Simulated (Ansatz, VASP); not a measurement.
**One calculation of BO2, two programs**

```
CELL_PARAMETERS angstrom
-0.01034 3.15584 3.12100
3.25002 -0.06750 3.18029
3.17409 3.13508 0.01059
ATOMIC_POSITIONS crystal
B 0.49288 0.35038 0.49580
B 0.75697 0.56628 0.75424
O 0.74062 0.46264 0.12413
O 0.51223 0.45005 0.74433
O 0.62316 0.95835 0.62247
O 0.12414 0.46230 0.50903
```

Change from the starting cell: cubic Laves (C15) type (Fd-3m, No. 227); cell x1, atoms moved at random (sigma 0.1 Å) and cell strained at random (1.5 %), then relaxed without symmetry.

Alike in both runs: functional PBE; k mesh 6 × 6 × 6; occupations gaussian, width 0.1 eV; no spin polarisation.

Ansatz relaxed the structure, and its values are those at the end. VASP's run is a single point on that final structure, the one shown.

|  | VASP | Ansatz |
| --- | --- | --- |
| version | VASP 6.6.1 | Ansatz 0.2.0 |
| potentials or method | VASP PAW PBE potentials, release 64 (B, O), cutoff 600 eV | scalar-relativistic, plane waves, PAW |
| valence electrons in the cell | 30 | 30 |

```csv
,VASP,Ansatz,Ansatz less VASP
gap on the k mesh at the Fermi level (eV),none,none,-
pressure (GPa),-0.1,0.0,+0.08
rms of the force components (eV/Å),0.010,0.001,-0.0090
```

A gap of «none» marks a metal or a gap that the smearing closes.
